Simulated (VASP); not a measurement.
Runs of VASP 6.6.1 on SnO2. The structure is that of space group P4_2/mnm (No. 136), or close to it. The cells are those of the table. 

```csv
cell,k mesh,gap on the mesh (eV),pressure (GPa),largest force (eV/Å)
"a = 4.759, b = 4.759, c = 3.201 Å, 6 atoms",6 × 6 × 8,1.80,1.1,0.03
"a = 4.795, b = 4.795, c = 3.105 Å, 6 atoms",6 × 6 × 8,2.09,(b),0.17
"a = 4.306, b = 4.306, c = 3.056 Å, 6 atoms",6 × 6 × 10,(a),93.2,0.02
"a = 4.813, b = 4.813, c = 3.057 Å, 6 atoms",6 × 6 × 8,2.23,9.3,0.21
"a = 4.837, b = 4.837, c = 3.057 Å, 6 atoms",6 × 6 × 8,2.10,6.8,0.06
"a = 4.578, b = 4.578, c = 3.141 Å, 6 atoms",6 × 6 × 8,2.96,(c),0.02
"a = 4.811, b = 4.811, c = 3.105 Å, 6 atoms",6 × 6 × 8,2.00,4.7,0.05
```

Alike in all rows: task single point; level r2SCAN; potentials or basis VASP PAW PBE potentials, release 64 (Sn_d, O); no spin polarisation; cutoff (eV) 520; smearing gaussian 0.02 eV.

Fill in the values left out.

(a) 5.03; (b) 6.4; (c) 26.7.

Caveats: the PAW data sets were made with another functional, which shifts forces and pressure a little; spin-orbit coupling is left out, which moves the levels of the heavy elements.

A k mesh can miss the band edges, and the runs leave out spin-orbit coupling on Sn.
